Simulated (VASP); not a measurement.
Input of a VASP 6.6.1 run:

File INCAR:

```
PREC = Accurate
ENCUT = 520
EDIFF = 1E-7
ISMEAR = -1
SIGMA = 0.05
LREAL = F
LASPH = T
NELM = 100
ALGO = Normal
ISIF = 2
LWAVE = F
LCHARG = F
GGA = PE
NBANDS = 11
```

The input KPOINTS:

```
regular mesh
0
Gamma
  15 15 15
```

The input POSCAR:

```
MgO
1.0
    0.0000000000      1.9871620568      1.9871620568
    1.9871620568      0.0000000000      1.9871620568
    1.9871620568      1.9871620568      0.0000000000
Mg O
1 1
Direct
    0.0000000000      0.0000000000      0.0000000000
    0.2500000000      0.2500000000      0.2500000000
```

Potentials or basis: VASP PAW PBE potentials, release 64 (Mg, O).

Run with:

```console
$ cat potpaw_PBE.64/Mg/POTCAR potpaw_PBE.64/O/POTCAR > POTCAR
$ mpirun -np 1 vasp_std > vasp.out
```

(1) What does it give for the band gap on the k mesh?

(2) Estimate the pressure.

Answers

(1) 6.51 eV, indirect (least direct gap 6.53 eV).

(2) 128.5 GPa.
